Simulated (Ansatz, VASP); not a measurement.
## Two plane-wave programs on Mg

INCAR

```
PREC = Accurate ; ENCUT = 520
EDIFF = 1E-6 ; ISMEAR = 0
SIGMA = 0.15 ; LREAL = F
LASPH = T ; NELM = 60
ALGO = Normal ; ISIF = 2
LWAVE = F ; LCHARG = F
GGA = CA ; NBANDS = 7
```

File KPOINTS:

```
Automatic mesh
0
Gamma
  18 18 16
```

POSCAR

```
Mg
1.0
    2.9587908065      0.0000000000      0.0000000000
   -1.4793954033      2.5623880029      0.0000000000
    0.0000000000      0.0000000000      3.0448375700
Mg
1
Direct
    0.0000000000      0.0000000000      0.0000000000
```

Input for Ansatz:

```yaml
crystal:
  lattice:
    - [2.9587908065, 0.0, 0.0]
    - [-1.4793954033, 2.5623880029, 0.0]
    - [0.0, 0.0, 3.04483757]
  atoms:
    - { symbol: Mg, position: [0.0, 0.0, 0.0] }
basis:
  ecutwfc: 420
kpoints:
  mp_grid: { grid: [18, 18, 16] }
hamiltonian:
  xc: lda
scf:
  occupations: { method: gaussian, width: 0.15 }
output:
  forces: true
  stress: true
  eigenvalues: true
```

Change from the starting cell: strain -0.030 along x and y, +0.000 along z, atoms carried along.

Alike in both runs: task single point; functional LDA; k mesh 18 × 18 × 16; occupations gaussian, width 0.15 eV; no spin polarisation.

```csv
,VASP,Ansatz
version,VASP 6.6.1,Ansatz 0.2.0
potentials or method,"VASP PAW LDA potentials, release 64 (Mg), cutoff 520 eV","scalar-relativistic, plane waves, PAW"
valence electrons in the cell,2,10
```

Ansatz gave:

```
gap on the k mesh at the Fermi level (eV)                     : none
pressure (GPa)                                                : 1.8
traceless stress, the component that is largest in VASP (GPa) : -2.12
```

**Question.** Estimate VASP's values.

**Answer.** gap on the k mesh at the Fermi level (eV): none; pressure (GPa): 1.5; traceless stress, the component that is largest in VASP (GPa): -2.13.

LDA's correlation is that of Perdew and Zunger in VASP and of Perdew and Wang (1992) in Ansatz. A gap of «none» marks a metal or a gap that the smearing closes. VASP's potentials hold 2 valence electrons a cell and Ansatz's 10, so a difference there can come from the potentials and not from the codes.
